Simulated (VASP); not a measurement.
Wanted: the native input for a VASP 6.6.1 run.

```yaml
Task: single point
Functional: PBE
Potentials_or_basis: VASP PAW PBE potentials, release 64 (Al)
Cutoff: 520 eV
k_mesh: 10 × 10 × 13
Occupations: fermi-dirac, width 0.05 eV
Spin: no spin polarisation
Dipole_correction: no
Further_INCAR_settings: ALGO = Normal; EDIFF = 1e-06; NBANDS = 12
```

The structure of Al lies in POSCAR:

```
Al
1.0
    3.8735916041      0.0000000000      0.0000000000
   -1.9367958021      3.3546287331      0.0000000000
    0.0000000000      0.0000000000      2.3307881219
Al
3
Direct
    0.0000000000      0.0000000000      0.0000000000
    0.3333333333      0.6666666667      0.5000000000
    0.6666666667      0.3333333333      0.5000000000
```

These files were run (other wordings do the same):

INCAR

```
PREC     = Accurate       # precision mode
ENCUT    = 520            # plane-wave cutoff, eV
EDIFF    = 1E-6           # SCF threshold, eV
ISMEAR   = -1             # smearing method
SIGMA    = 0.05           # smearing width, eV
LREAL    = False          # projectors in reciprocal space
LASPH    = True           # aspherical terms in the spheres
NELM     = 100            # most SCF steps
ALGO     = Normal         # electronic algorithm
ISIF     = 2              # what is computed and relaxed
LWAVE    = False          # write WAVECAR
LCHARG   = False          # write CHGCAR
GGA      = PE             # functional
NBANDS   = 12             # bands
```

KPOINTS

```
Automatic mesh
0
Gamma
  10 10 13
```

Potentials or basis: VASP PAW PBE potentials, release 64 (Al).

Run with:

```sh
$ cat potpaw_PBE.64/Al/POTCAR > POTCAR
$ mpirun -np 1 vasp_std > vasp.out
```

It gave:

```json
{
 "Pressure": "110.8 GPa"
}
```

It took 33 s on 1 thread of Intel(R) Xeon(R) Platinum 8259CL CPU @ 2.50GHz (Skylake/Cascade Lake), on a shared host, peak memory 0.15 GiB.
